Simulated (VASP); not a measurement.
A run of VASP 6.6.1 is set up as follows.

The input INCAR:

```
SYSTEM = ZnO
PREC = Accurate
ENCUT = 910
EDIFF = 1E-6
ISMEAR = 0
SIGMA = 0.02
LREAL = .FALSE.
LASPH = .TRUE.
NELM = 120
ALGO = Normal
ISIF = 2
LWAVE = .FALSE.
LCHARG = .FALSE.
GGA = PE
NBANDS = 16
GGA_COMPAT = .FALSE.
```

Contents of KPOINTS:

```
regular mesh
0
G
  12 12 12
  0 0 0
```

Contents of POSCAR:

```
ZnO
1.0
    0.0000000000      2.1206680987      2.1206680987
    2.1206680987      0.0000000000      2.1206680987
    2.1206680987      2.1206680987      0.0000000000
Zn O
1 1
Direct
    0.0000000000      0.0000000000      0.0000000000
    0.5000000000      0.5000000000      0.5000000000
```

Potentials or basis: VASP PAW PBE potentials, release 64 (Zn, O_h).

Command:

```sh
$ cat potpaw_PBE.64/Zn/POTCAR potpaw_PBE.64/O_h/POTCAR > POTCAR
$ mpirun -np 1 vasp_std > vasp.out
```

Question: What does it give for the pressure?

Answer: 12.8 GPa.

Question: Estimate the band gap on the k mesh.

Answer: 1.00 eV, indirect (least direct gap 2.48 eV).

Caveat: the cutoff is under 1.25 times the usual one of these potentials, so pressure, stress and relaxed cells hold a basis-set (Pulay) error. A k mesh can miss the band edges.
